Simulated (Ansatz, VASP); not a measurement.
CuSn2O2 in VASP and in Ansatz

```
CELL_PARAMETERS angstrom
3.82017 0.00000 0.00000
0.00000 3.82017 0.00000
0.00000 0.00000 19.36304
ATOMIC_POSITIONS crystal
Sn 0.50000 0.00000 0.20658
Sn 0.00000 0.50000 0.32862
O 0.00000 0.00000 0.26760
O 0.50000 0.50000 0.26760
Cu 0.25000 0.75000 0.44224
```

Alike in both runs: task single point; functional PBE; dispersion D3(BJ); k mesh 7 × 7 × 1; occupations gaussian, width 0.05 eV; collinear spin.

|  | VASP | Ansatz |
| --- | --- | --- |
| version | VASP 6.6.1 | Ansatz 0.2.0 |
| potentials or method | VASP PAW PBE potentials, release 64 (Sn_d, O, Cu), cutoff 520 eV | scalar-relativistic, plane waves, PAW |
| valence electrons in the cell | 51 | 59 |

```csv
,VASP,Ansatz,Ansatz less VASP
gap on the k mesh at the Fermi level (eV),none,none,-
rms of the force components (eV/Å),0.061,0.068,+0.0065
net moment per atom (μB),0.10,0.00,-0.103
size of the moment on the site where the two differ most (μB),0.11,0.00,-0.110
"work function, face that differs most (eV)",4.31,4.29,-0.025
```

The net moments are unlike, so the other rows may belong to different states. Site moments also hang on the region over which each program counts them. A gap of «none» marks a metal or a gap that the smearing closes. VASP's potentials hold 51 valence electrons a cell and Ansatz's 59, so a difference there can come from the potentials and not from the codes. Ansatz's warnings: seeded moment not kept.
